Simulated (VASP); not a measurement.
# BAs (F-43m) in VASP: notebook

Aim: see how the results for BAs move with the level of theory and the settings. Levels: PBE+D4, LDA, PBE, RPBE. Tasks: single point, relaxation of cell and atoms.

All numbers are computed with VASP 6.6.1; they aren't measurements. Logs are shortened: lines on timing, memory, paths and dates and some standing lists are left out, and cuts for length are marked.

### 1 The cell of the first run

It takes space group F-43m (No. 216, cubic). Conventional cell: a = 4.758 Å, b = 4.758 Å, c = 4.758 Å, α = 90.00°, β = 90.00°, γ = 90.00°. B (site symmetry -43m) has 4 As at 2.06 Å within 2.7 Å. As (site symmetry -43m) has 4 B at 2.06 Å within 2.7 Å.

### 2 Single point, PBE+D4

The input, INCAR:

```
  ALGO = Normal
  EDIFF = 1E-6
  ENCUT = 520
  GGA = PE
  ISIF = 2
  ISMEAR = -1
  IVDW = 13
  LASPH = True
  LCHARG = False
  LREAL = False
  LWAVE = False
  NBANDS = 11
  NELM = 80
  PREC = Accurate
  SIGMA = 0.01
```

The input, KPOINTS:

```
k-points
0
Gamma
  7 7 7
```

The input, POSCAR:

```
BAs
1.0
    0.0000000000      2.3790107600      2.3790107600
    2.3790107600      0.0000000000      2.3790107600
    2.3790107600      2.3790107600      0.0000000000
B As
1 1
Direct
    0.0000000000      0.0000000000      0.0000000000
    0.2500000000      0.2500000000      0.2500000000
```

Potentials or basis: VASP PAW PBE potentials, release 64 (B, As).

Launch:

```console
$ cat potpaw_PBE.64/B/POTCAR potpaw_PBE.64/As/POTCAR > POTCAR
$ mpirun -np 1 vasp_std > vasp.out
```

OUTCAR:

```text
EDIFF = 1E-6
   ENCUT = 520
   GGA = PE
   ISIF = 2
   ISMEAR = -1
   IVDW = 13
   LASPH = True
   LREAL = False
   NELM = 80
   PREC = Accurate

 ion  position               nearest neighbor table
   1  0.000  0.000  0.000-   2 2.06   2 2.06   2 2.06   2 2.06
   2  0.250  0.250  0.250-   1 2.06   1 2.06   1 2.06   1 2.06

  LATTYP: Found a face centered cubic cell.
 ALAT       =     4.7580215200

  Lattice vectors:

 A1 = (   0.0000000000,   2.3790107600,   2.3790107600)
 A2 = (   2.3790107600,   0.0000000000,   2.3790107600)
 A3 = (   2.3790107600,   2.3790107600,   0.0000000000)

Analysis of symmetry for initial positions (statically):
=====================================================================
 Subroutine PRICEL returns:
 Original cell was already a primitive cell.

 Routine SETGRP: Setting up the symmetry group for a
 face centered cubic supercell.

 Subroutine GETGRP returns: Found 24 space group operations
 (whereof 24 operations were pure point group operations)
 out of a pool of 48 trial point group operations.

The static configuration has the point symmetry T_d .

Analysis of symmetry for dynamics (positions and initial velocities):
=====================================================================
 Subroutine PRICEL returns:
 Original cell was already a primitive cell.

 Routine SETGRP: Setting up the symmetry group for a
 face centered cubic supercell.

 Subroutine GETGRP returns: Found 24 space group operations
 (whereof 24 operations were pure point group operations)
 out of a pool of 48 trial point group operations.

The dynamic configuration has the point symmetry T_d .

 Subroutine INISYM returns: Found 24 space group operations
 (whereof 24 operations are pure point group operations),
 and found     1 'primitive' translations

----------------------------------------------------------------------------------------

                                     Primitive cell

  volume of cell :      26.9289

  direct lattice vectors                    reciprocal lattice vectors
     0.000000000  2.379010760  2.379010760    -0.210171391  0.210171391  0.210171391
     2.379010760  0.000000000  2.379010760     0.210171391 -0.210171391  0.210171391
     2.379010760  2.379010760  0.000000000     0.210171391  0.210171391 -0.210171391

  length of vectors
     3.364429282  3.364429282  3.364429282     0.364027527  0.364027527  0.364027527

  position of ions in fractional coordinates (direct lattice)
[... 80 lines left out ...]
   ISIF   =      2    stress and relaxation
   ISYM   =      2    0-nonsym 1-usesym 2-fastsym
   POTIM  = 0.5000    time-step for ionic-motion
   TEBEG  =    0.0;   TEEND  =   0.0 temperature during run
   PSTRESS=    0.0 pullay stress
   NELECT =       8.0000    total number of electrons
   NUPDOWN=      -1.0000    fix difference up-down
   EMIN   =  10.00;   EMAX   =-10.00  energy-range for DOS
   EFERMI =   0.00;   METHOD = LEGACY
   ISMEAR =    -1;   SIGMA  =   0.01  broadening in eV -4-tet -1-fermi 0-gaus
   EFERMI_NEDOS =   21; number of points for ismear=-14 and -15
   IALGO  =     38    algorithm
   IMIX   =      4    mixing-type and parameters
     AMIX     =   0.40;   BMIX     =  1.00
     AMIX_MAG =   1.60;   BMIX_MAG =  1.00
  volume/ion in A,a.u.               =      13.46        90.86
  Fermi-wavevector in a.u.,A,eV,Ry     =   1.092358  2.064258 16.235105  1.193247
  Thomas-Fermi vector in A             =   2.228622
   LORBIT       =      0    0 simple, 1 ext, 2 COOP (PROOUT), +10 PAW based schemes
   GGA     = PE    functional components
   LHFCALC =     F    Hartree Fock is set to
   AEXX    =    0.0000 exact exchange contribution
   IVDW    =    13    specifies the selected vdW correction
   LEPSILON=     F    determine dielectric tensor
   LRPA    =     F    only Hartree local field effects (RPA)
 non-spin polarized calculation
  energy-cutoff  :      520.00
  volume of cell :       26.93
 maximum number of plane-waves:       739
 NGX is ok and might be reduce to    28
   NGX = 13   NGY = 13   NGZ = 13

 number of electron       8.0000000 magnetization

 Free energy of the ion-electron system (eV)
  ---------------------------------------------------
  ext. energy  EPLUGINS =         0.00000000
  ---------------------------------------------------
  free energy    TOTEN  =       -11.39111755 eV

  energy without entropy =      -11.39111755  energy(sigma->0) =      -11.39111755

 E-fermi :   6.4835     XC(G=0): -10.6348

 val. band max:        6.2612657380   @ k =   0.0000   0.0000   0.0000
 cond. band min:       7.4439382890   @ k =   0.4286   0.4286   0.0000
 fundamental gap:      1.1826725509
 Fermi energy:         6.4835103804

 k-point     1 :       0.0000    0.0000    0.0000
  band No.  band energies     occupation
      1      -9.2504      2.00000
      2       6.2613      2.00000
      3       6.2613      2.00000
      4       6.2613      2.00000
      5       9.5518      0.00000
      6       9.5518      0.00000
      7       9.5518      0.00000
      8      11.1008      0.00000
      9      15.9020      0.00000
     10      19.2586      0.00000
     11      19.2586      0.00000
[... 253 lines left out ...]
 k-point    20 :      -0.2857    0.4286    0.1429
  band No.  band energies     occupation
      1      -5.0142      2.00000
      2      -1.8091      2.00000
      3       0.3051      2.00000
      4       1.8968      2.00000
      5      10.1110      0.00000
      6      12.6237      0.00000
      7      13.5950      0.00000
      8      14.3888      0.00000
      9      17.7763      0.00000
     10      20.6466      0.00000
     11      22.8791      0.00000

------------------------ aborting loop because EDIFF is reached ----------------------------------------

  DFT-D4 for vdW energy calculation

  Edisp (eV):   -0.76031

  FORCE on cell =-STRESS in cart. coord.  units (eV):
  Direction    XX          YY          ZZ          XY          YZ          ZX
  --------------------------------------------------------------------------------------
  -------------------------------------------------------------------------------------
  Total       0.11870     0.11870     0.11870     0.00000    -0.00000     0.00000
  in kB       7.06241     7.06241     7.06241     0.00000    -0.00000     0.00000
  external pressure =        7.06 kB  Pullay stress =        0.00 kB

 VOLUME and BASIS-vectors are now :
 -----------------------------------------------------------------------------
  energy-cutoff  :      520.00
  volume of cell :       26.93
      direct lattice vectors                 reciprocal lattice vectors
     0.000000000  2.379010760  2.379010760    -0.210171391  0.210171391  0.210171391
     2.379010760  0.000000000  2.379010760     0.210171391 -0.210171391  0.210171391
     2.379010760  2.379010760  0.000000000     0.210171391  0.210171391 -0.210171391

 POSITION                                       TOTAL-FORCE (eV/Angst)
 -----------------------------------------------------------------------------------
      0.00000      0.00000      0.00000        -0.000000      0.000000     -0.000000
      1.18951      1.18951      1.18951         0.000000     -0.000000      0.000000
 -----------------------------------------------------------------------------------
    total drift:                               -0.000000     -0.000000     -0.000000

  FREE ENERGIE OF THE ION-ELECTRON SYSTEM (eV)
  ---------------------------------------------------
  free  energy   TOTEN  =       -12.1514304283 eV

  energy  without entropy=      -12.1514304283  energy(sigma->0) =      -12.15143043
```

stdout:

```text
POSCAR found type information on POSCAR B As
 POSCAR found :  2 types and       2 ions
 scaLAPACK will be used
 LDA part: xc-table for (Slater+PW92), standard interpolation
 POSCAR, INCAR and KPOINTS ok, starting setup
 FFT: planning ... GRIDC
 FFT: planning ... GRID_SOFT
 FFT: planning ... GRID
 WAVECAR not read
 entering main loop
```

It took 7.6 s on 1 thread of AMD EPYC 7R13 (Zen 3), shared host; peak memory 0.12 GiB.

Results:

| Quantity | Value |
| --- | --- |
| Free energy | -12.1514 eV |
| Pressure | 0.7 GPa |
| Band gap on the k mesh | 1.18 eV, indirect (least direct gap 3.29 eV) |
| Dispersion energy per atom | -0.380 eV |

Levels at points of the mesh, in eV from the valence-band top:
```
           k point  band 1  band 2  band 3  band 4  band 5  band 6  band 7  band 8
(0.00, 0.00, 0.00)  -15.51    0.00    0.00    0.00    3.29    3.29    3.29    4.84
```

### 3 Single point, LDA

This run uses another cell than the first one, of 13.25 Å³/atom, 0.984 times its volume.

The input, INCAR:

```
PREC = Accurate ; ENCUT = 520
EDIFF = 1E-6 ; ISMEAR = -1
SIGMA = 0.01 ; LREAL = False
LASPH = True ; NELM = 100
ALGO = Normal ; ISIF = 2
LWAVE = False ; LCHARG = False
GGA = CA ; NBANDS = 11
```

The input, KPOINTS:

```
regular mesh
0
Gamma
  7 7 7
```

The input, POSCAR:

```
BAs
1.0
    0.0000000000      2.3661000701      2.3661000701
    2.3661000701      0.0000000000      2.3661000701
    2.3661000701      2.3661000701      0.0000000000
B As
1 1
Direct
    0.0000000000      0.0000000000      0.0000000000
    0.2500000000      0.2500000000      0.2500000000
```

Potentials or basis: VASP PAW LDA potentials, release 64 (B, As).

Launch:

```console
$ cat potpaw_LDA.64/B/POTCAR potpaw_LDA.64/As/POTCAR > POTCAR
$ mpirun -np 1 vasp_std > vasp.out
```

It took 5.9 s on 1 thread of AMD EPYC 7R13 (Zen 3), shared host; peak memory 0.11 GiB.

Results (log left out):

```yaml
Free_energy: -12.9194 eV
Pressure: 1.0 GPa
Band_gap_on_the_k_mesh: 1.11 eV, indirect (least direct gap 3.29 eV)
```

Levels at points of the mesh, in eV from the valence-band top:
```tsv
k point	band 1	band 2	band 3	band 4	band 5	band 6	band 7	band 8
(0.00, 0.00, 0.00)	-15.64	0.00	0.00	0.00	3.29	3.29	3.29	5.06
```

A k mesh can miss the band edges. Expect the measured gap to be larger: semilocal functionals such as LDA lack the derivative discontinuity.

### 4 Single point, PBE

This run uses another cell than the first one, of 13.90 Å³/atom, 1.032 times its volume.

The input, INCAR:

```
ALGO = Normal
EDIFF = 1E-7
ENCUT = 520
GGA = PE
ISIF = 2
ISMEAR = -1
LASPH = True
LCHARG = False
LREAL = False
LWAVE = False
NBANDS = 11
NELM = 100
PREC = Accurate
SIGMA = 0.01
```

The input, KPOINTS:

```
k-points
0
Gamma
  7 7 7
```

The input, POSCAR:

```
BAs
1.0
    0.0000000000      2.4045056563      2.4045056563
    2.4045056563      0.0000000000      2.4045056563
    2.4045056563      2.4045056563      0.0000000000
B As
1 1
Direct
    0.0000000000      0.0000000000      0.0000000000
    0.2500000000      0.2500000000      0.2500000000
```

Potentials or basis: VASP PAW PBE potentials, release 64 (B, As).

Launch:

```console
$ cat potpaw_PBE.64/B/POTCAR potpaw_PBE.64/As/POTCAR > POTCAR
$ mpirun -np 1 vasp_std > vasp.out
```

Run time: 7.9 s. Hardware: 1 thread of AMD EPYC 7R13 (Zen 3), shared host; peak memory 0.12 GiB.

Results (log left out):

```yaml
Free_energy: -11.4069 eV
Pressure: 0.6 GPa
Band_gap_on_the_k_mesh: 1.22 eV, indirect (least direct gap 3.25 eV)
```

Levels at points of the mesh, in eV from the valence-band top:
| k point | band 2 | band 3 | band 4 | band 5 | band 6 | band 7 |
| --- | --- | --- | --- | --- | --- | --- |
| (0.00, 0.00, 0.00) | 0.00 | 0.00 | 0.00 | 3.25 | 3.25 | 3.25 |

### 5 Single point, RPBE

This run uses another cell than the first one, of 14.18 Å³/atom, 1.053 times its volume.

The input, INCAR:

```
PREC = Accurate
ENCUT = 520
EDIFF = 1E-6
ISMEAR = -1
SIGMA = 0.01
LREAL = F
LASPH = T
NELM = 100
ALGO = Normal
ISIF = 2
LWAVE = F
LCHARG = F
GGA = RP
NBANDS = 11
```

The input, KPOINTS:

```
Automatic mesh
0
Gamma
  7 7 7
```

The input, POSCAR:

```
BAs
1.0
    0.0000000000      2.4206181270      2.4206181270
    2.4206181270      0.0000000000      2.4206181270
    2.4206181270      2.4206181270      0.0000000000
B As
1 1
Direct
    0.0000000000      0.0000000000      0.0000000000
    0.2500000000      0.2500000000      0.2500000000
```

Launch:

```console
$ cat potpaw_PBE.64/B/POTCAR potpaw_PBE.64/As/POTCAR > POTCAR
$ mpirun -np 1 vasp_std > vasp.out
```

Run time: 8.1 s. Hardware: 1 thread of AMD EPYC 7R13 (Zen 3), shared host; peak memory 0.12 GiB.

Results (log left out):

```yaml
Free_energy: -10.7429 eV
Pressure: 0.5 GPa
Band_gap_on_the_k_mesh: 1.28 eV, indirect (least direct gap 3.23 eV)
```

Levels at points of the mesh, in eV from the valence-band top:
| k point | band 1 | band 2 | band 3 | band 4 | band 5 | band 6 | band 7 | band 8 | band 9 |
| --- | --- | --- | --- | --- | --- | --- | --- | --- | --- |
| (0.00, 0.00, 0.00) | -15.04 | 0.00 | 0.00 | 0.00 | 3.23 | 3.23 | 3.23 | 4.21 | 9.55 |

Caveat: the PAW data sets were made with another functional, which shifts forces and pressure a little.

### 6 Relaxation of cell and atoms, PBE+D4

This run uses another cell than the first one, of 13.63 Å³/atom, 1.012 times its volume.

The input, INCAR:

```
SYSTEM = BAs
PREC = Accurate ; ENCUT = 600
EDIFF = 1E-6 ; ISMEAR = -1
SIGMA = 0.01 ; LREAL = .FALSE.
LASPH = .TRUE. ; NELM = 100
ALGO = Normal ; ISIF = 3
LWAVE = .FALSE. ; LCHARG = .FALSE.
GGA = PE ; IVDW = 13
IBRION = 2 ; NSW = 80
EDIFFG = -0.05
```

The input, KPOINTS:

```
regular mesh
0
G
  7 7 7
  0 0 0
```

The input, POSCAR:

```
BAs
1.0
    0.0000000000      2.3885000000      2.3885000000
    2.3885000000      0.0000000000      2.3885000000
    2.3885000000      2.3885000000      0.0000000000
B As
1 1
Direct
    0.0000000000      0.0000000000      0.0000000000
    0.2500000000      0.2500000000      0.2500000000
```

Potentials or basis: VASP PAW PBE potentials, release 64 (B, As).

Launch:

```console
$ cat potpaw_PBE.64/B/POTCAR potpaw_PBE.64/As/POTCAR > POTCAR
$ mpirun -np 1 vasp_std > vasp.out
```

It took 14 s on 1 thread of AMD EPYC 7R13 (Zen 3), shared host; peak memory 0.13 GiB.

Results (log left out):

```
Free energy                            : -12.1527 eV
Relaxed volume                         : 13.53 Å³/atom
Relaxed cell                           : a = 3.370 Å, b = 3.370 Å, c = 3.370 Å, α = 60.00°, β = 60.00°, γ = 60.00°
Space group after relaxing (to 0.05 Å) : F-43m (No. 216)
Energy gained by relaxing              : 0.3 meV/atom
Ionic steps                            : 3
Pressure after relaxing                : 0.0 GPa
Band gap on the k mesh                 : 1.19 eV, indirect (least direct gap 3.28 eV)
Dispersion energy per atom             : -0.378 eV
```

The path:
```csv
step,energy change (eV),largest force (eV/Å),pressure (GPa),volume (Å³)
1,0.0000,0.0000,-0.97,27.25
2,-0.0003,0.0000,0.72,26.93
3,-0.0006,0.0000,0.00,27.06
```

Final structure:
```cif
data_structure
_symmetry_space_group_name_H-M 'P 1'
_symmetry_Int_Tables_number 1
_cell_length_a 3.3699
_cell_length_b 3.3699
_cell_length_c 3.3699
_cell_angle_alpha 60.000
_cell_angle_beta 60.000
_cell_angle_gamma 60.000
_cell_volume 27.06
loop_
_atom_site_label
_atom_site_type_symbol
_atom_site_fract_x
_atom_site_fract_y
_atom_site_fract_z
_atom_site_occupancy
B1 B 0.00000 0.00000 0.00000 1
As1 As 0.25000 0.25000 0.25000 1
```

Levels at points of the mesh, in eV from the valence-band top:
```tsv
k point	band 1	band 2	band 3	band 4	band 5	band 6	band 7	band 8
(0.00, 0.00, 0.00)	-15.47	0.00	0.00	0.00	3.28	3.28	3.28	4.78
```

A k mesh can miss the band edges.

### 7 The runs side by side

| task | level | potentials or basis | cell | cutoff (eV) | gap on the mesh (eV) | pressure (GPa) |
| --- | --- | --- | --- | --- | --- | --- |
| single point | PBE+D4 | VASP PAW PBE potentials, release 64 (B, As) | a = 3.364 Å, angles 60.0°, 2 atoms | 520 | 1.18 | 0.7 |
| single point | LDA | VASP PAW LDA potentials, release 64 (B, As) | a = 3.346 Å, angles 60.0°, 2 atoms | 520 | 1.11 | 1.0 |
| single point | PBE | VASP PAW PBE potentials, release 64 (B, As) | a = 3.400 Å, angles 60.0°, 2 atoms | 520 | 1.22 | 0.6 |
| single point | RPBE | VASP PAW PBE potentials, release 64 (B, As) | a = 3.423 Å, angles 60.0°, 2 atoms | 520 | 1.28 | 0.5 |
| relaxation of cell and atoms | PBE+D4 | VASP PAW PBE potentials, release 64 (B, As) | relaxed from a = 3.378 Å, angles 60.0°, 2 atoms | 600 | 1.19 | 0.0 |

Alike in all rows: no spin polarisation; k mesh 7 × 7 × 7; smearing fermi-dirac 0.01 eV.

Caveats: the PAW data sets were made with another functional, which shifts forces and pressure a little (some runs).

Total energies depend on the potentials used, so only differences within one code and one set of settings carry meaning.
